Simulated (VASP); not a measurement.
Rb: single point with PBE

Crystal: Rb.

```
Rb
1.0
     0.00000    3.63988    3.63988
     3.63988    0.00000    3.63988
     3.63988    3.63988    0.00000
Rb
1
Cartesian
  1.9182 2.5843 2.6171
```

```yaml
Program: VASP 6.6.1
Task: single point
Functional: PBE
Potentials_or_basis: VASP PAW PBE potentials, release 64 (Rb_sv)
Cutoff: 520 eV
k_mesh: 2 × 2 × 2
Occupations: gaussian, width 0.1 eV
Spin: no spin polarisation
```

* Pressure: -0.2 GPa

Levels at points of the mesh, in eV from the Fermi level:
| k point | band 2 | band 3 | band 4 | band 5 | band 6 | band 7 | band 8 | band 9 |
| --- | --- | --- | --- | --- | --- | --- | --- | --- |
| (0.00, 0.00, 0.00) | -13.09 | -13.09 | -13.09 | -2.03 | 3.36 | 3.36 | 3.36 | 4.67 |
| (0.50, 0.00, 0.00) | -13.16 | -13.10 | -13.10 | -0.05 | 0.54 | 3.19 | 3.19 | 5.17 |
| (0.50, 0.50, 0.00) | -13.16 | -13.11 | -13.11 | 0.60 | 1.14 | 1.63 | 4.15 | 4.15 |

It took 11 s on 1 thread of Intel Xeon 8259CL (shared host), peak memory 0.22 GiB.

Caveat: the k points lie up to 0.75 Å⁻¹ apart.
